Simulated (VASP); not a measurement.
# Pd (P1) in VASP: single point with PBE

Aim: the single point of Pd with PBE.

All numbers are computed with VASP 6.6.1; they aren't measurements. Logs are shortened: lines on timing, memory, paths and dates and some standing lists are left out, and cuts for length are marked.

### Step 1. The cell of the first run

The typed cell holds 4 atoms: a = 3.917 Å, b = 3.986 Å, c = 4.910 Å, α = 65.33°, β = 113.98°, γ = 89.80°.

### Step 2. Single point, PBE

File INCAR:

```
  PREC = Accurate
  ENCUT = 520
  EDIFF = 1E-6
  ISMEAR = -1
  SIGMA = 0.1
  LREAL = False
  LASPH = True
  NELM = 100
  ALGO = Normal
  ISIF = 2
  LWAVE = False
  LCHARG = False
  GGA = PE
  NBANDS = 28
```

File KPOINTS:

```
Automatic mesh
0
Gamma
  5 5 5
  0 0.5 0.5
```

File POSCAR:

```
Pd
1.0
   -3.9168090000     -0.0215090000      0.0068740000
   -0.0068740000      0.0314770000      3.9861910000
    1.9764770000      4.0139610000      2.0211360000
Pd
4
Direct
    0.0017560000      0.0135280000      0.0157890000
    0.5391260000      0.4500650000      0.0629150000
    0.7135240000      0.7733090000      0.4889500000
    0.2556810000      0.2581280000      0.5261710000
```

Potentials or basis: VASP PAW PBE potentials, release 64 (Pd).

Command:

```sh
> cat potpaw_PBE.64/Pd/POTCAR > POTCAR
> mpirun -np 1 vasp_std > vasp.out
```

OUTCAR:

```text
PREC = Accurate
   ENCUT = 520
   EDIFF = 1E-6
   ISMEAR = -1
   LREAL = False
   LASPH = True
   NELM = 100
   ISIF = 2
   GGA = PE

 ion  position               nearest neighbor table
   1  0.002  0.014  0.016-   3 2.64   2 2.65   2 2.73   4 2.75   4 2.78   3 2.81   4 2.83   3 2.86
                             4 2.87   2 2.88   3 2.93   2 2.94
   2  0.539  0.450  0.063-   3 2.50   4 2.64   1 2.65   1 2.73   4 2.76   3 2.76   4 2.84   1 2.88
                             3 2.93   1 2.94   4 3.01   3 3.10
   3  0.714  0.773  0.489-   2 2.50   1 2.64   4 2.73   4 2.74   2 2.76   1 2.81   4 2.85   1 2.86
                             4 2.88   1 2.93   2 2.93   2 3.10
   4  0.256  0.258  0.526-   2 2.64   3 2.73   3 2.74   1 2.75   2 2.76   1 2.78   1 2.83   2 2.84
                             3 2.85   1 2.87   3 2.88   2 3.01

  LATTYP: Found a triclinic cell.
 ALAT       =     4.8636715712
 B/A-ratio  =     0.8053327680
 C/A-ratio  =     0.8196115107
 COS(alpha) =     0.0034359206
 COS(beta)  =     0.3982514385
 COS(gamma) =     0.4129875783

  Lattice vectors:

 A1 = (   1.9833510000,   3.9824840000,  -1.9650550000)
 A2 = (   3.9168090000,   0.0215090000,  -0.0068740000)
 A3 = (   0.0068740000,  -0.0314770000,  -3.9861910000)

Analysis of symmetry for initial positions (statically):
=====================================================================
 Subroutine PRICEL returns:
 Original cell was already a primitive cell.

 Routine SETGRP: Setting up the symmetry group for a
 triclinic supercell.

 Subroutine GETGRP returns: Found  1 space group operations
 (whereof  1 operations were pure point group operations)
 out of a pool of  2 trial point group operations.

The static configuration has the point symmetry C_1 .

Analysis of symmetry for dynamics (positions and initial velocities):
=====================================================================
 Subroutine PRICEL returns:
 Original cell was already a primitive cell.

 Routine SETGRP: Setting up the symmetry group for a
 triclinic supercell.

 Subroutine GETGRP returns: Found  1 space group operations
 (whereof  1 operations were pure point group operations)
 out of a pool of  2 trial point group operations.

The dynamic configuration has the point symmetry C_1 .

 Subroutine INISYM returns: Found  1 space group operations
 (whereof  1 operations are pure point group operations),
 and found     1 'primitive' translations

----------------------------------------------------------------------------------------

                                     Primitive cell

  volume of cell :      62.2510

  direct lattice vectors                    reciprocal lattice vectors
    -3.916809000 -0.021509000  0.006874000    -0.256008639  0.126785225 -0.001442636
    -0.006874000  0.031477000  3.986191000     0.001141581 -0.127387334  0.251873936
     1.976477000  4.013961000  2.021136000    -0.001380787  0.250808813 -0.001982896

  length of vectors
     3.916874089  3.986321204  4.909514739     0.285686887  0.282257535  0.250820452

  position of ions in fractional coordinates (direct lattice)
     0.001756000  0.013528000  0.015789000
     0.539126000  0.450065000  0.062915000
     0.713524000  0.773309000  0.488950000
     0.255681000  0.258128000  0.526171000

  ion indices of the primitive-cell ions
   primitive index   ion index
                 1           1
                 2           2
                 3           3
                 4           4

----------------------------------------------------------------------------------------

 KPOINTS: Automatic mesh

Automatic generation of k-mesh.
 Grid dimensions read from file:
 generate k-points for:    5    5    5

 Generating k-lattice:

  Cartesian coordinates                     Fractional coordinates (reciprocal lattice)
    -0.051201728  0.025357045 -0.000288527     0.200000000  0.000000000 -0.000000000
     0.000228316 -0.025477467  0.050374787    -0.000000000  0.200000000  0.000000000
    -0.000276157  0.050161763 -0.000396579     0.000000000  0.000000000  0.200000000

  Length of vectors
     0.057137377  0.056451507  0.050164090

  Shift w.r.t. Gamma in fractional coordinates (k-lattice)
     0.000000000  0.500000000  0.500000000

 Subroutine IBZKPT returns following result:
 ===========================================

 Found     63 irreducible k-points:

 Following reciprocal coordinates:
            Coordinates               Weight
 -0.000000  0.100000  0.100000      2.000000
  0.200000  0.100000  0.100000      2.000000
  0.400000  0.100000  0.100000      2.000000
 -0.400000  0.100000  0.100000      2.000000
 -0.200000  0.100000  0.100000      2.000000
  0.000000  0.300000  0.100000      2.000000
[... 16 lines left out ...]
  0.400000 -0.100000  0.100000      2.000000
 -0.400000 -0.100000  0.100000      2.000000
 [... further k-points ...]
   k-points           NKPTS =     63   k-points in BZ     NKDIM =     63   number of bands    NBANDS=     28
   number of dos      NEDOS =    301   number of ions     NIONS =      4
   total plane-waves  NPLWV =  36000
   dimension x,y,z NGX =    30 NGY =   30 NGZ =   40
   dimension x,y,z NGXF=    60 NGYF=   60 NGZF=   80
   ions per type =               4
   NGX,Y,Z   is equivalent  to a cutoff of  12.73, 12.51, 13.54 a.u.
   NGXF,Y,Z  is equivalent  to a cutoff of  25.47, 25.02, 27.09 a.u.
 SYSTEM =  unknown system
   PREC   = accura    normal or accurate (medium, high low for compatibility)
   ISTART =      0    job   : 0-new  1-cont  2-samecut
   ICHARG =      2    charge: 1-file 2-atom 10-const
   ISPIN  =      1    spin polarized calculation?
   LNONCOLLINEAR =      F non collinear calculations
   LSORBIT =      F    spin-orbit coupling
   LASPH  =      T    aspherical Exc in radial PAW
   ENCUT  =  520.0 eV  38.22 Ry    6.18 a.u.   7.28  7.41  9.13*2*pi/ulx,y,z
   NELM   =    100;   NELMIN=  2; NELMDL= -5     # of ELM steps
   EDIFF  = 0.1E-05   stopping-criterion for ELM
   LREAL  =      F    real-space projection
   EDIFFG = 0.1E-04   stopping-criterion for IOM
   NSW    =      0    number of steps for IOM
   IBRION =     -1    ionic relax: 0-MD 1-quasi-New 2-CG
   NFREE  =      0    steps in history (QN), initial steepest desc. (CG)
   ISIF   =      2    stress and relaxation
   ISYM   =      2    0-nonsym 1-usesym 2-fastsym
   POTIM  = 0.5000    time-step for ionic-motion
   TEBEG  =    0.0;   TEEND  =   0.0 temperature during run
   PSTRESS=    0.0 pullay stress
   NELECT =      40.0000    total number of electrons
   NUPDOWN=      -1.0000    fix difference up-down
   EMIN   =  10.00;   EMAX   =-10.00  energy-range for DOS
   EFERMI =   0.00;   METHOD = LEGACY
   ISMEAR =    -1;   SIGMA  =   0.10  broadening in eV -4-tet -1-fermi 0-gaus
   EFERMI_NEDOS =   21; number of points for ismear=-14 and -15
   IALGO  =     38    algorithm
   IMIX   =      4    mixing-type and parameters
     AMIX     =   0.40;   BMIX     =  1.00
     AMIX_MAG =   1.60;   BMIX_MAG =  1.00
  volume/ion in A,a.u.               =      15.56       105.02
  Fermi-wavevector in a.u.,A,eV,Ry     =   1.412687  2.669592 27.152947  1.995685
  Thomas-Fermi vector in A             =   2.534410
   LORBIT       =      0    0 simple, 1 ext, 2 COOP (PROOUT), +10 PAW based schemes
   GGA     = PE    functional components
   LHFCALC =     F    Hartree Fock is set to
   AEXX    =    0.0000 exact exchange contribution
   IVDW    =     0    specifies the selected vdW correction
   LEPSILON=     F    determine dielectric tensor
   LRPA    =     F    only Hartree local field effects (RPA)
 non-spin polarized calculation
  energy-cutoff  :      520.00
  volume of cell :       62.25
 maximum number of plane-waves:      1696
 NGX is ok and might be reduce to    30
   NGX = 15   NGY = 15   NGZ = 19

 number of electron      40.0000002 magnetization

 Free energy of the ion-electron system (eV)
  ---------------------------------------------------
  ext. energy  EPLUGINS =         0.00000000
  ---------------------------------------------------
  free energy    TOTEN  =       -20.60660340 eV

  energy without entropy =      -20.34229948  energy(sigma->0) =      -20.47445144

 E-fermi :   8.9732     XC(G=0): -12.8325

 val. band max:        8.9728896420   @ k =  -0.2000   0.5000   0.3000
 cond. band min:       8.9787115191   @ k =   0.4000  -0.3000   0.3000
 fundamental gap:      0.0058218771
 Fermi energy:         8.9732441593

 k-point     1 :      -0.0000    0.1000    0.1000
  band No.  band energies     occupation
      1       2.3175      2.00000
      2       3.9438      2.00000
      3       4.2333      2.00000
      4       4.8568      2.00000
      5       4.9584      2.00000
      6       5.3217      2.00000
[... 20 lines left out ...]
     27      18.8948      0.00000
     28      19.3385      0.00000

 k-point     2 :       0.2000    0.1000    0.1000
  band No.  band energies     occupation
      1       2.9678      2.00000
      2       4.2590      2.00000
      3       4.4706      2.00000
      4       4.7197      2.00000
      5       4.9468      2.00000
      6       5.0916      2.00000
[... 20 lines left out ...]
     27      19.6530      0.00000
     28      20.4762      0.00000

 k-point     3 :       0.4000    0.1000    0.1000
  band No.  band energies     occupation
      1       4.2003      2.00000
      2       4.7460      2.00000
      3       4.7906      2.00000
      4       4.9043      2.00000
      5       5.2391      2.00000
      6       5.3479      2.00000
[... 20 lines left out ...]
     27      20.5526      0.00000
     28      21.3536      0.00000

 k-point     4 :      -0.4000    0.1000    0.1000
  band No.  band energies     occupation
      1       4.0313      2.00000
      2       4.6634      2.00000
      3       4.8645      2.00000
      4       5.0934      2.00000
      5       5.1534      2.00000
      6       5.5091      2.00000
[... 578 lines left out ...]
     27      19.8235      0.00000
     28      20.6361      0.00000

 k-point    23 :       0.4000   -0.1000    0.1000
  band No.  band energies     occupation
      1       4.3470      2.00000
      2       4.6865      2.00000
      3       4.7140      2.00000
      4       4.9783      2.00000
      5       5.1189      2.00000
      6       5.3058      2.00000
[... 20 lines left out ...]
     27      20.3261      0.00000
     28      21.8305      0.00000

 k-point    24 :      -0.4000   -0.1000    0.1000
  band No.  band energies     occupation
      1       3.8990      2.00000
      2       4.7045      2.00000
      3       4.9033      2.00000
      4       4.9875      2.00000
      5       5.2047      2.00000
      6       5.4214      2.00000
[... 20 lines left out ...]
     27      18.9697      0.00000
     28      19.4276      0.00000

 [... further k-points ...]
[... 5 lines left out ...]
  --------------------------------------------------------------------------------------
  -------------------------------------------------------------------------------------
  Total        0.8207767      0.6024044      0.7679708     -0.6342098     -1.0634956      0.0579694
  in kB       21.1246357     15.5043055     19.7655499    -16.3228922    -27.3715812      1.4919801
  external PRESSURE =      18.7981637 kB  Pullay stress =       0.0000000 kB

 VOLUME and BASIS-vectors are now :
 -----------------------------------------------------------------------------
  energy-cutoff  :      520.00
  volume of cell :       62.25
      direct lattice vectors                 reciprocal lattice vectors
    -3.916809000 -0.021509000  0.006874000    -0.256008639  0.126785225 -0.001442636
    -0.006874000  0.031477000  3.986191000     0.001141581 -0.127387334  0.251873936
     1.976477000  4.013961000  2.021136000    -0.001380787  0.250808813 -0.001982896

 POSITION                                       TOTAL-FORCE (eV/Angst)
 -----------------------------------------------------------------------------------
      0.02424      0.06376      0.08585         0.088852     -0.450201     -0.603274
     -1.99040      0.25511      1.92491         0.437789     -1.727171      1.521647
     -1.83365      1.97162      4.07570        -0.632380      1.723017     -0.712097
      0.03674      2.11466      2.09417         0.105739      0.454356     -0.206275
 -----------------------------------------------------------------------------------
    total drift:                                0.000085     -0.000336      0.000001

  FREE ENERGIE OF THE ION-ELECTRON SYSTEM (eV)
  ---------------------------------------------------
  free  energy   TOTEN  =       -20.6066033994 eV

  energy  without entropy=      -20.3422994766  energy(sigma->0) =      -20.47445144
```

Wall time 2.6 min (1 thread of Intel Xeon 8259CL, shared host); peak memory 0.23 GiB.

Results:

- Free energy: -20.6066 eV
- Pressure: 1.9 GPa
- Largest force: 2.343 eV/Å
- Band gap on the k mesh: zero (band 20 reaches 9.14 eV, above the bottom of band 21 at 8.87 eV)

Forces on the atoms (eV/Å):
```
Pd   0.089 -0.450 -0.603
Pd   0.438 -1.727  1.522
Pd  -0.632  1.723 -0.712
Pd   0.106  0.454 -0.206
```

Caveat: forces of over 1 eV/Å act on the atoms, so gaps and moduli don't describe the material at rest.
